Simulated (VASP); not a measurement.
A run of VASP 6.6.1:

File INCAR:

```
SYSTEM = Rb
PREC = Accurate
ENCUT = 520
EDIFF = 1E-7
ISMEAR = 0
SIGMA = 0.1
LREAL = .FALSE.
LASPH = .TRUE.
NELM = 60
ALGO = Fast
ISIF = 2
LWAVE = .FALSE.
LCHARG = .FALSE.
GGA = PE
NBANDS = 16
```

File KPOINTS:

```
Automatic mesh
0
G
  12 12 10
  0 0 0
```

The input POSCAR:

```
Rb
1.0
    2.3792559672     -7.9880216984      0.0000000000
    2.3792559672      7.9880216984      0.0000000000
    0.0000000000      0.0000000000      4.9308989338
Rb
2
Direct
    0.8685287484      0.1314712516      0.2500000000
    0.1314712516      0.8685287484      0.7500000000
```

Potentials or basis: VASP PAW PBE potentials, release 64 (Rb_sv).

Run with:

```console
$ cat potpaw_PBE.64/Rb_sv/POTCAR > POTCAR
$ mpirun -np 1 vasp_std > vasp.out
```

Hardware: 1 thread of Intel(R) Xeon(R) Platinum 8488C (Sapphire Rapids), on a shared host.

**Question.** Estimate the wall time of this run.

**Answer.** Run time: 18 min on 1 thread of Intel(R) Xeon(R) Platinum 8488C (Sapphire Rapids), with other jobs on the host, peak memory 0.84 GiB. Counts: scf iterations 16, k points 258.
